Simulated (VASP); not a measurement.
# MgS: elastic constants with r2SCAN+D3(BJ)

MgS:

```
CELL_PARAMETERS angstrom
0.00000 2.60165 2.60165
2.60165 0.00000 2.60165
2.60165 2.60165 0.00000
ATOMIC_POSITIONS crystal
S 0.50000 0.50000 0.50000
Mg 0.00000 0.00000 0.00000
```

```json
{
  "Program": "VASP 6.6.1",
  "Task": "elastic constants",
  "Functional": "r2SCAN",
  "Dispersion": "D3(BJ)",
  "Potentials or basis": "VASP PAW PBE potentials, release 64 (S, Mg)",
  "Cutoff": "600 eV",
  "k mesh": "7 × 7 × 7",
  "Occupations": "gaussian, width 0.01 eV",
  "Spin": "no spin polarisation",
  "Dipole correction": "no",
  "Ions in elastic constants": "relaxed",
  "Further INCAR settings": "ALGO = Normal; EDIFF = 1e-08; NBANDS = 11; IBRION = 6; POTIM = 0.015; NSW = 1; ISIF = 3"
}
```

```
Elastic constants C11, C12, C44                         : 148, 43, 61 GPa
Voigt bulk modulus                                      : 78 GPa
Highest phonon frequency at Γ, LO-TO splitting left out : 235 cm⁻¹
Dispersion energy per atom                              : -0.167 eV
```

Phonon frequencies in cm⁻¹ (negative: imaginary):
| q point | frequencies |
| --- | --- |
| (0.000, 0.000, 0.000) | 0 0 0 235 235 235 |

Elastic tensor in Voigt notation (GPa, in the Cartesian axes of the cell as first typed):
```
148  43  43   0   0   0
 43 148  43   0   0   0
 43  43 148   0   0   0
  0   0   0  61   0   0
  0   0   0   0  61   0
  0   0   0   0   0  61
```

Clamped-ion elastic tensor (GPa):
```
148  43  43   0   0   0
 43 148  43   0   0   0
 43  43 148   0   0   0
  0   0   0  61   0   0
  0   0   0   0  61   0
  0   0   0   0   0  61
```

Run time: 48 min on 1 thread of Intel Xeon 8259CL (shared host), peak memory 0.27 GiB.

Caveat: the cell is under stress, which shifts elastic constants; three body term missing; the PAW data sets were made with another functional, which shifts forces and pressure a little.
